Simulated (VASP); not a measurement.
LiCl:

```
Li Cl
1.0
     0.04056    2.59659    2.59659
     2.59659    0.04056    2.59659
     2.59659    2.59659    0.04056
Li Cl
1 1
Direct
  0.00000 0.00000 0.00000
  0.50000 0.50000 0.50000
```

This cell differs from its parent crystal: strain along [111] +2.4%.

Base run:

- Program: VASP 6.6.1
- Functional: r2SCAN
- Potentials or basis: VASP PAW PBE potentials, release 64 (Li_sv, Cl)
- Cutoff: 520 eV
- k mesh: 8 × 8 × 8
- Occupations: gaussian, width 0.01 eV
- Spin: no spin polarisation

Its results: band gap on the k mesh 7.16 eV, direct.

Q: The run is repeated on the same cell with these changes: functional from r2SCAN to PBE; occupations from gaussian, width 0.01 eV to fermi-dirac, width 0.02 eV. What comes out?

A: Band gap on the k mesh 6.21 eV, direct.

A k mesh can miss the band edges.
